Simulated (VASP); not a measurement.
# Tc (P6_3/mmc) in VASP: a series of runs, part 2 of 3

VASP 6.6.1. The steps go on from the part before.

### Step 3. Electric field gradients, LDA (14.15 Å³/atom)

This run uses another cell than the first one, of 14.15 Å³/atom.

INCAR reads:

```
SYSTEM = Tc
PREC = Accurate ; ENCUT = 520
EDIFF = 1E-8 ; ISMEAR = -1
SIGMA = 0.08 ; LREAL = .False.
LASPH = .True. ; NELM = 100
ALGO = Normal ; ISIF = 2
LWAVE = .False. ; LCHARG = .False.
GGA = CA ; LEFG = .True.
NBANDS = 20
```

KPOINTS reads:

```
regular mesh
0
Gamma
  17 17 9
  0 0 0
```

POSCAR reads:

```
Tc
1.0
    2.7308362218      0.0000000000      0.0000000000
   -1.3654181109      2.3649735417      0.0000000000
    0.0000000000      0.0000000000      4.3832908600
Tc
2
Direct
    0.3333333333      0.6666666667      0.2500000000
    0.6666666667      0.3333333333      0.7500000000
```

Potentials or basis: VASP PAW LDA potentials, release 64 (Tc_pv).

Run with:

```bash
> cat potpaw_LDA.64/Tc_pv/POTCAR > POTCAR
> mpirun -np 1 vasp_std > vasp.out
```

OUTCAR:

```text
SYSTEM = Tc
   PREC = Accurate
   ENCUT = 520
   EDIFF = 1E-8
   ISMEAR = -1
   LREAL = .False.
   LASPH = .True.
   NELM = 100
   ISIF = 2
   GGA = CA

 ion  position               nearest neighbor table
   1  0.333  0.667  0.250-   2 2.70   2 2.70   2 2.70   2 2.70   2 2.70   2 2.70
   2  0.667  0.333  0.750-   1 2.70   1 2.70   1 2.70   1 2.70   1 2.70   1 2.70

  LATTYP: Found a hexagonal cell.
 ALAT       =     2.7308362218
 C/A-ratio  =     1.6051093892

  Lattice vectors:

 A1 = (   2.7308362218,   0.0000000000,   0.0000000000)
 A2 = (  -1.3654181109,   2.3649735417,   0.0000000000)
 A3 = (   0.0000000000,   0.0000000000,   4.3832908600)

Analysis of symmetry for initial positions (statically):
=====================================================================
 Subroutine PRICEL returns:
 Original cell was already a primitive cell.

 Routine SETGRP: Setting up the symmetry group for a
 hexagonal supercell.

 Subroutine GETGRP returns: Found 24 space group operations
 (whereof 12 operations were pure point group operations)
 out of a pool of 24 trial point group operations.

The static configuration has the point symmetry D_3d.
 The point group associated with its full space group is D_6h.

Analysis of symmetry for dynamics (positions and initial velocities):
=====================================================================
 Subroutine PRICEL returns:
 Original cell was already a primitive cell.

 Routine SETGRP: Setting up the symmetry group for a
 hexagonal supercell.

 Subroutine GETGRP returns: Found 24 space group operations
 (whereof 12 operations were pure point group operations)
 out of a pool of 24 trial point group operations.

The dynamic configuration has the point symmetry D_3d.
 The point group associated with its full space group is D_6h.

 Subroutine INISYM returns: Found 24 space group operations
 (whereof 12 operations are pure point group operations),
 and found     1 'primitive' translations

----------------------------------------------------------------------------------------

                                     Primitive cell

  volume of cell :      28.3089

  direct lattice vectors                    reciprocal lattice vectors
     2.730836222  0.000000000  0.000000000     0.366188200  0.211418856  0.000000000
    -1.365418111  2.364973542  0.000000000     0.000000000  0.422837711  0.000000000
     0.000000000  0.000000000  4.383290860     0.000000000  0.000000000  0.228139093

  length of vectors
     2.730836222  2.730836222  4.383290860     0.422837711  0.422837711  0.228139093

  position of ions in fractional coordinates (direct lattice)
     0.333333333  0.666666667  0.250000000
     0.666666667  0.333333333  0.750000000

  ion indices of the primitive-cell ions
   primitive index   ion index
                 1           1
                 2           2

----------------------------------------------------------------------------------------

 KPOINTS: regular mesh
[... 67 lines left out ...]
   NELM   =    100;   NELMIN=  2; NELMDL= -5     # of ELM steps
   EDIFF  = 0.1E-07   stopping-criterion for ELM
   LREAL  =      F    real-space projection
   EDIFFG = 0.1E-06   stopping-criterion for IOM
   NSW    =      0    number of steps for IOM
   IBRION =     -1    ionic relax: 0-MD 1-quasi-New 2-CG
   NFREE  =      0    steps in history (QN), initial steepest desc. (CG)
   ISIF   =      2    stress and relaxation
   ISYM   =      2    0-nonsym 1-usesym 2-fastsym
   POTIM  = 0.5000    time-step for ionic-motion
   TEBEG  =    0.0;   TEEND  =   0.0 temperature during run
   PSTRESS=    0.0 pullay stress
   NELECT =      26.0000    total number of electrons
   NUPDOWN=      -1.0000    fix difference up-down
   EMIN   =  10.00;   EMAX   =-10.00  energy-range for DOS
   EFERMI =   0.00;   METHOD = LEGACY
   ISMEAR =    -1;   SIGMA  =   0.08  broadening in eV -4-tet -1-fermi 0-gaus
   EFERMI_NEDOS =   21; number of points for ismear=-14 and -15
   IALGO  =     38    algorithm
   IMIX   =      4    mixing-type and parameters
     AMIX     =   0.40;   BMIX     =  1.00
     AMIX_MAG =   1.60;   BMIX_MAG =  1.00
  volume/ion in A,a.u.               =      14.15        95.52
  Fermi-wavevector in a.u.,A,eV,Ry     =   1.591324  3.007166 34.454185  2.532311
  Thomas-Fermi vector in A             =   2.689882
   LORBIT       =      0    0 simple, 1 ext, 2 COOP (PROOUT), +10 PAW based schemes
   GGA     = CA    functional components
   LHFCALC =     F    Hartree Fock is set to
   AEXX    =    0.0000 exact exchange contribution
   IVDW    =     0    specifies the selected vdW correction
   LEPSILON=     F    determine dielectric tensor
   LRPA    =     F    only Hartree local field effects (RPA)
 non-spin polarized calculation
  energy-cutoff  :      520.00
  volume of cell :       28.31
 maximum number of plane-waves:       776
   NGX = 11   NGY = 11   NGZ = 17

 number of electron      26.0000000 magnetization

 Free energy of the ion-electron system (eV)
  ---------------------------------------------------
  ext. energy  EPLUGINS =         0.00000000
  ---------------------------------------------------
  free energy    TOTEN  =       -23.47054903 eV

  energy without entropy =      -23.42930946  energy(sigma->0) =      -23.44992924

 E-fermi :  12.6853     XC(G=0): -14.0896

 val. band max:       12.6780860390   @ k =   0.1176   0.0588   0.1111
 cond. band min:      12.6887604062   @ k =   0.3529   0.1176   0.2222
 fundamental gap:      0.0106743672
 Fermi energy:        12.6852983700

 k-point     1 :       0.0000    0.0000    0.0000
  band No.  band energies     occupation
      1     -26.6097      2.00000
      2     -25.4428      2.00000
      3     -25.4428      2.00000
      4     -25.2481      2.00000
      5     -25.2481      2.00000
      6     -25.2109      2.00000
[... 541 lines left out ...]
     19      23.4112      0.00000
     20      26.8877      0.00000

 [... further k-points ...]
[... 5 lines left out ...]
  --------------------------------------------------------------------------------------
  -------------------------------------------------------------------------------------
  Total       -1.4283581     -1.4283581     -1.7314898     -0.0000000      0.0000000     -0.0000000
  in kB      -80.8398428    -80.8398428    -97.9959840     -0.0000000      0.0000000     -0.0000000
  external PRESSURE =     -86.5585566 kB  Pullay stress =       0.0000000 kB

 VOLUME and BASIS-vectors are now :
 -----------------------------------------------------------------------------
  energy-cutoff  :      520.00
  volume of cell :       28.31
      direct lattice vectors                 reciprocal lattice vectors
     2.730836222  0.000000000  0.000000000     0.366188200  0.211418856  0.000000000
    -1.365418111  2.364973542  0.000000000     0.000000000  0.422837711  0.000000000
     0.000000000  0.000000000  4.383290860     0.000000000  0.000000000  0.228139093

 POSITION                                       TOTAL-FORCE (eV/Angst)
 -----------------------------------------------------------------------------------
     -0.00000      1.57665      1.09582         0.000000     -0.000000      0.000000
      1.36542      0.78832      3.28747        -0.000000      0.000000      0.000000
 -----------------------------------------------------------------------------------
    total drift:                               -0.000000      0.000000     -0.000000

  FREE ENERGIE OF THE ION-ELECTRON SYSTEM (eV)
  ---------------------------------------------------
  free  energy   TOTEN  =       -23.4705490285 eV

  energy  without entropy=      -23.4293094573  energy(sigma->0) =      -23.44992924

 Electric field gradients (V/A^2)
---------------------------------------------------------------------
 ion       V_xx      V_yy      V_zz      V_xy      V_xz      V_yz
---------------------------------------------------------------------
   1       8.220     8.222   -16.441     0.001     0.000    -0.000
   2       8.220     8.222   -16.441     0.001    -0.000     0.000
---------------------------------------------------------------------

 Electric field gradients after diagonalization (V/A^2)
 (convention: |V_zz| > |V_xx| > |V_yy|)
----------------------------------------------------------------------
 ion       V_xx      V_yy      V_zz     asymmetry (V_yy - V_xx)/ V_zz
----------------------------------------------------------------------
   1       8.222     8.219   -16.441       0.000
   2       8.222     8.219   -16.441       0.000
----------------------------------------------------------------------

           NMR quadrupolar parameters

 Cq : quadrupolar parameter    Cq=e*Q*V_zz/h
 eta: asymmetry parameters     (V_yy - V_xx)/ V_zz
 Q  : nuclear electric quadrupole moment in mb (millibarn)
----------------------------------------------------------------------
 ion       Cq(MHz)       eta       Q (mb)
----------------------------------------------------------------------
   1      -0.040       0.000       1.000
   2      -0.040       0.000       1.000
----------------------------------------------------------------------
```

stdout:

```text
POSCAR found type information on POSCAR Tc
 POSCAR found :  1 types and       2 ions
 scaLAPACK will be used
 LDA part: xc-table for (Slater(with rela. corr.)+CA(PZ))
 , standard interpolation
 POSCAR, INCAR and KPOINTS ok, starting setup
 FFT: planning ... GRIDC
 FFT: planning ... GRID_SOFT
 FFT: planning ... GRID
 WAVECAR not read
 entering main loop
ion   1

ion   2
```

It took 96 s on 1 thread of Intel Xeon 8259CL, shared host; peak memory 0.19 GiB.

What came out:

```yaml
Free_energy: -23.4705 eV
Pressure: -8.7 GPa
Band_gap_on_the_k_mesh: zero (bands 13 and 14 overlap by 3.10 eV)
Largest_electric_field_gradient_by_atom: Tc -16.4 V/Å²
```

Electric field gradients, principal values (V/Å²):
| atom | least | middle | greatest (by size) |
| --- | --- | --- | --- |
| 1 Tc | 8.219 | 8.222 | -16.441 |
| 2 Tc | 8.219 | 8.222 | -16.441 |

Caveat: the cell stands under tension; without QUAD_EFG the Cq values of the log hold for a quadrupole moment of 1 mb, not for the nuclei.

(Continued in part 3 of 3.)

The gap in the log of VASP goes by the Fermi energy; the results here count the filled bands.